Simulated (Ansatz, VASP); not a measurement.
InPd: VASP beside Ansatz

File POSCAR:

```
InPd
1.0
    0.0000000000      2.7460700000      2.7460700000
    2.7460700000      0.0000000000      2.7460700000
    2.7460700000      2.7460700000      0.0000000000
In Pd
1 1
Direct
    0.0000000000      0.0000000000      0.0000000000
    0.5000000000      0.5000000000      0.5000000000
```

The input INCAR.step1:

```
PREC = Accurate ; ENCUT = 600
EDIFF = 1E-5 ; ISMEAR = -1
SIGMA = 0.05 ; LREAL = F
LASPH = T ; NELM = 60
ALGO = Normal ; LWAVE = T
LCHARG = F ; GGA = PE
NBANDS = 18
```

Contents of INCAR.step2:

```
PREC = Accurate ; ENCUT = 600
EDIFF = 1E-6 ; ISMEAR = -1
SIGMA = 0.05 ; LREAL = F
LASPH = T ; NELM = 60
ALGO = Normal ; ISIF = 3
LWAVE = F ; LCHARG = F
GGA = PE ; LHFCALC = T
HFSCREEN = 0.2079 ; PRECFOCK = Normal
IBRION = 2 ; NSW = 60
EDIFFG = -0.01 ; ISTART = 1
```

The input KPOINTS:

```
Automatic mesh
0
Gamma
  4 4 4
```

Contents of input.yaml:

```yaml
crystal:
  lattice:
    - [0.0, 2.74607, 2.74607]
    - [2.74607, 0.0, 2.74607]
    - [2.74607, 2.74607, 0.0]
  atoms:
    - { symbol: In, position: [0.0, 0.0, 0.0] }
    - { symbol: Pd, position: [0.5, 0.5, 0.5] }
hamiltonian:
  xc: hse06
  pseudopotentials: { kind: paw }
kpoints:
  mp_grid: { grid: [4, 4, 4] }
scf:
  occupations: { method: fermi_dirac, width: 0.05 }
output:
  forces: true
  stress: true
  eigenvalues: true
relax:
  f_tol: 0.01
  max_steps: 40
  cell: { stress_tol: 0.05 }
```

Alike in both runs: task relaxation of cell and atoms; functional HSE06; k mesh 4 × 4 × 4; occupations fermi-dirac, width 0.05 eV; no spin polarisation.

|  | VASP | Ansatz |
| --- | --- | --- |
| version | VASP 6.6.1 | Ansatz 0.2.0 |
| potentials or method | VASP PAW PBE potentials, release 64 (In_d, Pd) | Ansatz PAW |
| plane-wave cutoff (eV) | 600 | 420 |
| valence electrons in the cell | 23 | 31 |

VASP gave:

* gap on the k mesh at the Fermi level, each at its own relaxed structure (eV): none
* relaxed volume (Å³/atom): 19.89
* relaxed cell length with the largest relative difference (Å): 3.832

Task: Estimate Ansatz's values.

Result: gap on the k mesh at the Fermi level, each at its own relaxed structure (eV): none; relaxed volume (Å³/atom): 19.82; relaxed cell length with the largest relative difference (Å): 3.827.

A gap of «none» marks a metal or a gap that the smearing closes. VASP's potentials hold 23 valence electrons a cell and Ansatz's 31, so a difference there can come from the potentials and not from the codes.

The k mesh is coarse, so the values compare programs but aren't converged. Noted on Ansatz's run: the plane-wave basis is chosen anew once the cell has moved, so the energies of steps on either side of that aren't comparable.
